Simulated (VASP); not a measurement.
Wanted: the native input for a VASP 6.6.1 run.

- Task: single point
- Functional: PBEsol
- Potentials or basis: VASP PAW PBE potentials, release 64 (Si, Ni)
- Cutoff: 520 eV
- k mesh: 8 × 12 × 8
- Occupations: gaussian, width 0.15 eV
- Spin: no spin polarisation
- Dipole correction: no
- Further INCAR settings: ALGO = Fast; EDIFF = 1e-06; NBANDS = 38

The structure of SiNi lies in POSCAR:

```
SiNi
1.0
    5.0878282843      0.0000000000      0.0000000000
    0.0000000000      3.3074049186      0.0000000000
    0.0000000000      0.0000000000      5.5278301702
Si Ni
4 4
Direct
    0.3214276657      0.7500000000      0.0865554855
    0.1785723343      0.2500000000      0.5865554855
    0.8214276657      0.7500000000      0.4134445145
    0.6785723343      0.2500000000      0.9134445145
    0.0093007310      0.2500000000      0.1873863638
    0.4906992690      0.7500000000      0.6873863638
    0.5093007310      0.2500000000      0.3126136362
    0.9906992690      0.7500000000      0.8126136362
```

This cell differs from its parent crystal: strain -0.0150 x Voigt [0, 1, 0, 0, 0, 0].

The input as run:

INCAR

```
SYSTEM = SiNi
ALGO = Fast ; EDIFF = 1E-6
ENCUT = 520 ; GGA = PS
ISIF = 2 ; ISMEAR = 0
LASPH = .True. ; LCHARG = .True.
LELF = .True. ; LREAL = .False.
LVHAR = .True. ; LWAVE = .False.
NBANDS = 38 ; NELM = 100
PREC = Accurate ; SIGMA = 0.15
```

KPOINTS

```
k-points
0
Gamma
  8 12 8
  0 0 0
```

Potentials or basis: VASP PAW PBE potentials, release 64 (Si, Ni).

Launch:

```console
$ cat potpaw_PBE.64/Si/POTCAR potpaw_PBE.64/Ni/POTCAR > POTCAR
$ mpirun -np 1 vasp_std > vasp.out
```

It gave:

The pressure is 2.9 GPa, the largest force is 0.110 eV/Å and the band gap on the k mesh is zero (bands 28 and 29 overlap by 1.83 eV).

Caveat: the cell differs from its parent crystal (strain -0.0150 x Voigt [0, 1, 0, 0, 0, 0]); the PAW data sets were made with another functional, which shifts forces and pressure a little.

It took 20 min on 1 thread of Oxide Virtual Turin-like Processor, with other jobs on the host, peak memory 0.52 GiB.
